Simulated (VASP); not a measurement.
# Si16B (a cell with a defect) in VASP: a series of runs

Si16B (a cell with a defect) is run at these levels: LDA; tasks: single point.

Everything below comes from runs of VASP 6.6.1. Logs are shortened: lines on timing, memory, paths and dates and some standing lists are left out, and cuts for length are marked.

### Step 1. The cell of the first run

The cell holds a defect, 17 atoms: a = 7.679 Å, b = 7.679 Å, c = 7.679 Å, α = 60.00°, β = 60.00°, γ = 60.00°.

### Step 2. Single point, LDA, collinear spin

INCAR reads:

```
  PREC = Accurate
  ENCUT = 520
  EDIFF = 1E-7
  ISMEAR = -1
  SIGMA = 0.02
  LREAL = Auto
  LASPH = T
  NELM = 150
  ALGO = Normal
  ISIF = 2
  LWAVE = F
  LCHARG = F
  ISPIN = 2
  MAGMOM = 0 0 0 0 0 0 0 0 0 0 0 0 0 0 0 0 1
  LORBIT = 11
  NBANDS = 52
```

KPOINTS reads:

```
regular mesh
0
Gamma
  2 2 2
```

POSCAR reads:

```
Si16B
1.0
    0.0000000000      5.4300000000      5.4300000000
    5.4300000000      0.0000000000      5.4300000000
    5.4300000000      5.4300000000      0.0000000000
Si B
16 1
Direct
   -0.0034398490     -0.0034048457      0.0101970400
    0.1213044978      0.1212951925      0.1324939312
   -0.0045864633     -0.0048059058      0.5068496198
    0.1191668296      0.1187766192      0.6344953151
   -0.0033404151      0.4944388236     -0.0003637156
    0.1189661098      0.6140816041      0.1306746648
    0.0043481653      0.4928264763      0.5055550697
    0.1268459304      0.6208345535      0.6267043974
    0.4944508132     -0.0032776409     -0.0004978000
    0.6139384732      0.1195215117      0.1302424038
    0.4932875996      0.0040801334      0.5052640489
    0.6210618008      0.1266990759      0.6265503082
    0.5048731648      0.5054441407     -0.0166869969
    0.6239981247      0.6240591730      0.1211911421
    0.4995188666      0.4993838422      0.4939249671
    0.6329247540      0.6325920011      0.5988388863
    0.7917370975      0.7926346453      0.2440629183
```

Potentials or basis: VASP PAW LDA potentials, release 64 (Si, B).

Command:

```bash
$ cat potpaw_LDA.64/Si/POTCAR potpaw_LDA.64/B/POTCAR > POTCAR
$ mpirun -np 1 vasp_std > vasp.out
```

OUTCAR:

```text
PREC = Accurate
   ENCUT = 520
   EDIFF = 1E-7
   ISMEAR = -1
   LREAL = Auto
   LASPH = T
   NELM = 150
   ISIF = 2
   ISPIN = 2
   LORBIT = 11

 ion  position               nearest neighbor table
   1  0.997  0.997  0.010-  17 2.23   2 2.33   4 2.36   6 2.40  10 2.40
   2  0.121  0.121  0.132-   1 2.33   5 2.34   9 2.34   3 2.35
   3  0.995  0.995  0.507-   2 2.35  12 2.35   8 2.35   4 2.35
   4  0.119  0.119  0.634-   7 2.35  11 2.35   3 2.35   1 2.36
   5  0.997  0.494  1.000-  14 2.34   8 2.34   6 2.34   2 2.34
   6  0.119  0.614  0.131-  17 2.12   5 2.34   7 2.35   1 2.40  13 2.42
   7  0.004  0.493  0.506-   8 2.33  16 2.34   4 2.35   6 2.35  17 2.63
   8  0.127  0.621  0.627-   7 2.33  15 2.34   5 2.34   3 2.35
   9  0.494  0.997  1.000-  14 2.34  12 2.34  10 2.34   2 2.34
  10  0.614  0.120  0.130-  17 2.12   9 2.34  11 2.35   1 2.40  13 2.42
  11  0.493  0.004  0.505-  12 2.33  16 2.34   4 2.35  10 2.35  17 2.62
  12  0.621  0.127  0.627-  11 2.33  15 2.34   9 2.34   3 2.35
  13  0.505  0.505  0.983-  14 2.36  16 2.41  10 2.42   6 2.42
  14  0.624  0.624  0.121-   5 2.34   9 2.34  15 2.34  13 2.36
  15  0.500  0.499  0.494-  16 2.33  14 2.34   8 2.34  12 2.34
  16  0.633  0.633  0.599-  17 2.29  15 2.33   7 2.34  11 2.34  13 2.41
  17  0.792  0.793  0.244-  10 2.12   6 2.12   1 2.23  16 2.29  11 2.62   7 2.63

  LATTYP: Found a face centered cubic cell.
 ALAT       =    10.8600000000

  Lattice vectors:

 A1 = (   0.0000000000,   5.4300000000,   5.4300000000)
 A2 = (   5.4300000000,   0.0000000000,   5.4300000000)
 A3 = (   5.4300000000,   5.4300000000,   0.0000000000)

Analysis of symmetry for initial positions (statically):
=====================================================================
 Subroutine PRICEL returns:
 Original cell was already a primitive cell.

 Routine SETGRP: Setting up the symmetry group for a
 face centered cubic supercell.

 Subroutine GETGRP returns: Found  1 space group operations
 (whereof  1 operations were pure point group operations)
 out of a pool of 48 trial point group operations.

The static configuration has the point symmetry C_1 .

Analysis of symmetry for dynamics (positions and initial velocities):
=====================================================================
 Subroutine PRICEL returns:
 Original cell was already a primitive cell.

 Routine SETGRP: Setting up the symmetry group for a
 face centered cubic supercell.

 Subroutine GETGRP returns: Found  1 space group operations
 (whereof  1 operations were pure point group operations)
 out of a pool of 48 trial point group operations.

The dynamic configuration has the point symmetry C_1 .
[... 170 lines left out ...]
  ext. energy  EPLUGINS =         0.00000000
  ---------------------------------------------------
  free energy    TOTEN  =       -98.07670161 eV

  energy without entropy =      -98.07538042  energy(sigma->0) =      -98.07604101

 E-fermi :   6.3124     XC(G=0):  -9.7554

 val. band max:        6.2401851430   @ k =   0.0000   0.0000   0.5000
 cond. band min:       6.3985280389   @ k =   0.5000   0.0000   0.5000
 fundamental gap:      0.1583428959
 Fermi energy:         6.3123629693

 spin component 1

 k-point     1 :       0.0000    0.0000    0.0000
  band No.  band energies     occupation
      1      -6.3850      1.00000
      2      -4.2524      1.00000
      3      -3.9616      1.00000
      4      -3.8669      1.00000
      5      -3.6494      1.00000
      6      -2.5480      1.00000
[... 373 lines left out ...]
     44       9.7364      0.00000
     45      10.1313      0.00000
 Fermi energy:         6.3123629693

 spin component 2

 k-point     1 :       0.0000    0.0000    0.0000
  band No.  band energies     occupation
      1      -6.3850      1.00000
      2      -4.2524      1.00000
      3      -3.9616      1.00000
      4      -3.8669      1.00000
      5      -3.6494      1.00000
      6      -2.5480      1.00000
[... 373 lines left out ...]
     44       9.7364      0.00000
     45      10.1313      0.00000
 [bands above 45 left out]

------------------------ aborting loop because EDIFF is reached ----------------------------------------

  FORCE on cell =-STRESS in cart. coord.  units (eV):
  Direction    XX          YY          ZZ          XY          YZ          ZX
  --------------------------------------------------------------------------------------
  -------------------------------------------------------------------------------------
  Total       -0.7859652     -0.7746933     -0.6091869      0.7618437      0.9811566      1.0013976
  in kB       -3.9326423     -3.8762422     -3.0481172      3.8119480      4.9092982      5.0105757
  external PRESSURE =      -3.6190005 kB  Pullay stress =       0.0000000 kB

 VOLUME and BASIS-vectors are now :
 -----------------------------------------------------------------------------
  energy-cutoff  :      520.00
  volume of cell :      320.21
      direct lattice vectors                 reciprocal lattice vectors
     0.000000000  5.430000000  5.430000000    -0.092081031  0.092081031  0.092081031
     5.430000000  0.000000000  5.430000000     0.092081031 -0.092081031  0.092081031
     5.430000000  5.430000000  0.000000000     0.092081031  0.092081031 -0.092081031

 POSITION                                       TOTAL-FORCE (eV/Angst)
 -----------------------------------------------------------------------------------
      5.46688      5.46669     10.82283        -0.014906     -0.014279      0.013148
      1.37807      1.37813      1.31732         0.004371      0.004627     -0.005859
      8.15610      8.15729     10.80900         0.002828      0.003144     -0.000910
      4.09027      4.09239      1.29203         0.006490      0.005727      0.002062
      8.11283     10.83989      8.09666        -0.004095     -0.006003      0.004882
      4.04403      1.35555      3.98045        -0.015401      0.031192     -0.003011
[... 9 lines left out ...]
      6.68667      6.68848      6.87176         0.005953      0.005243      0.004252
      5.62927      5.62439      8.60314         0.001580      0.004524     -0.011901
 -----------------------------------------------------------------------------------
    total drift:                                0.004301      0.002791     -0.003141

  FREE ENERGIE OF THE ION-ELECTRON SYSTEM (eV)
  ---------------------------------------------------
  free  energy   TOTEN  =       -98.0767016059 eV

  energy  without entropy=      -98.0753804224  energy(sigma->0) =      -98.07604101

 total charge

# of ion       s       p       d       tot
------------------------------------------
    1        0.761   0.925   0.000   1.686
    2        0.751   0.963   0.000   1.714
    3        0.746   0.965   0.000   1.711
    4        0.763   0.942   0.000   1.705
    5        0.756   0.949   0.000   1.705
    6        0.748   0.945   0.000   1.693
[... 9 lines left out ...]
   16        0.744   0.949   0.000   1.693
   17        0.785   0.880   0.000   1.665
--------------------------------------------------
tot         12.876  16.022   0.000  28.898

 magnetization (x)

# of ion       s       p       d       tot
------------------------------------------
    1       -0.000   0.000   0.000  -0.000
    2       -0.000  -0.000   0.000  -0.000
    3        0.000  -0.000   0.000   0.000
    4       -0.000  -0.000   0.000  -0.000
    5       -0.000  -0.000   0.000  -0.000
    6       -0.000  -0.000   0.000  -0.000
[... 9 lines left out ...]
   16       -0.000  -0.000   0.000  -0.000
   17       -0.000  -0.000   0.000  -0.000
--------------------------------------------------
tot         -0.000  -0.000   0.000  -0.000
```

OSZICAR:

```text
N       E                     dE             d eps       ncg     rms          rms(c)
DAV:   1     0.145325127611E+03    0.14533E+03   -0.25543E+04  1664   0.106E+03
DAV:   2    -0.859941408965E+02   -0.23132E+03   -0.21635E+03  2040   0.161E+02
DAV:   3    -0.100199835497E+03   -0.14206E+02   -0.13900E+02  2140   0.358E+01
DAV:   4    -0.100490399445E+03   -0.29056E+00   -0.28955E+00  2096   0.630E+00
DAV:   5    -0.100497780564E+03   -0.73811E-02   -0.73726E-02  2108   0.947E-01    0.148E+01
DAV:   6    -0.986929391237E+02    0.18048E+01   -0.24049E+00  2032   0.509E+00    0.896E+00
DAV:   7    -0.981176438775E+02    0.57530E+00   -0.13829E+00  1960   0.334E+00    0.303E+00
DAV:   8    -0.980759815283E+02    0.41662E-01   -0.20496E-01  2036   0.133E+00    0.574E-01
DAV:   9    -0.980763195656E+02   -0.33804E-03   -0.14317E-02  2128   0.453E-01    0.340E-01
DAV:  10    -0.980766049042E+02   -0.28534E-03   -0.23304E-03  2028   0.163E-01    0.181E-01
DAV:  11    -0.980766704600E+02   -0.65556E-04   -0.30452E-04  2064   0.635E-02    0.942E-02
DAV:  12    -0.980766920632E+02   -0.21603E-04   -0.96350E-05  2052   0.337E-02    0.457E-02
DAV:  13    -0.980767008757E+02   -0.88126E-05   -0.14816E-05  2040   0.132E-02    0.160E-02
DAV:  14    -0.980767015754E+02   -0.69971E-06   -0.25759E-06  2084   0.553E-03    0.537E-03
DAV:  15    -0.980767016059E+02   -0.30437E-07   -0.77727E-07  2048   0.273E-03
   1 F= -.98076702E+02 E0= -.98076041E+02  d E =-.132118E-02  mag=    -0.0000
```

Run time: 4.3 min. Hardware: 1 thread of AMD EPYC 9R45 (Zen 5), shared host; peak memory 0.45 GiB.

Results:

* Free energy: -98.0767 eV
* Pressure: -0.4 GPa
* Largest force: 0.038 eV/Å
* Net moment: 0.00 μB per cell
* Valence electrons inside the program's atomic spheres: Si 1.69, 1.71, 1.70, 1.68 (each value once); B 1.67

Forces on the atoms (eV/Å):
```
Si  -0.015 -0.014  0.013
Si   0.004  0.005 -0.006
Si   0.003  0.003 -0.001
Si   0.006  0.006  0.002
Si  -0.004 -0.006  0.005
Si  -0.015  0.031 -0.003
Si  -0.007 -0.002 -0.002
Si  -0.004 -0.001  0.000
Si  -0.006 -0.004  0.004
Si   0.033 -0.018 -0.001
Si  -0.003 -0.007 -0.002
Si  -0.001 -0.004  0.000
Si  -0.012 -0.011 -0.002
Si   0.012  0.012  0.007
Si   0.000  0.000 -0.006
Si   0.006  0.005  0.004
B    0.002  0.005 -0.012
```

Levels at points of the mesh, in eV from the Fermi level:
Spin up:
```tsv
k point	band 31	band 32	band 33	band 34	band 35	band 36
(0.00, 0.00, 0.00)	-0.90	-0.47	-0.36	-0.22	0.18	0.19
(0.50, 0.00, 0.00)	-1.24	-1.08	-0.86	-0.22	0.41	1.02
(0.00, 0.50, 0.00)	-1.24	-1.08	-0.86	-0.22	0.41	1.02
(0.00, 0.00, 0.50)	-1.19	-1.09	-1.00	-0.07	0.38	1.04
(0.50, 0.50, 0.50)	-1.15	-1.12	-1.04	0.23	0.83	1.04
(0.50, 0.50, 0.00)	-1.70	-1.67	-0.53	0.24	0.72	1.19
(0.00, 0.50, 0.50)	-1.67	-1.65	-0.57	0.09	0.65	1.22
(0.50, 0.00, 0.50)	-1.67	-1.65	-0.57	0.09	0.65	1.22
```
Spin down:
```
           k point  band 30  band 31  band 32  band 33  band 34  band 35  band 36  band 37
(0.00, 0.00, 0.00)    -1.46    -0.90    -0.47    -0.36    -0.22     0.18     0.19     0.26
(0.50, 0.00, 0.00)    -1.26    -1.24    -1.08    -0.86    -0.22     0.41     1.02     1.07
(0.00, 0.50, 0.00)    -1.26    -1.24    -1.08    -0.86    -0.22     0.41     1.02     1.07
(0.00, 0.00, 0.50)    -1.25    -1.19    -1.09    -1.00    -0.07     0.38     1.04     1.09
(0.50, 0.50, 0.50)    -1.33    -1.15    -1.12    -1.04     0.23     0.83     1.04     1.05
(0.50, 0.50, 0.00)    -1.81    -1.70    -1.67    -0.53     0.24     0.72     1.19     1.24
(0.00, 0.50, 0.50)    -1.78    -1.67    -1.65    -0.57     0.09     0.65     1.22     1.35
(0.50, 0.00, 0.50)    -1.78    -1.67    -1.65    -0.57     0.09     0.65     1.22     1.35
```

Caveat: the k points lie up to 0.50 Å⁻¹ apart.

[end of part 1 of 2]
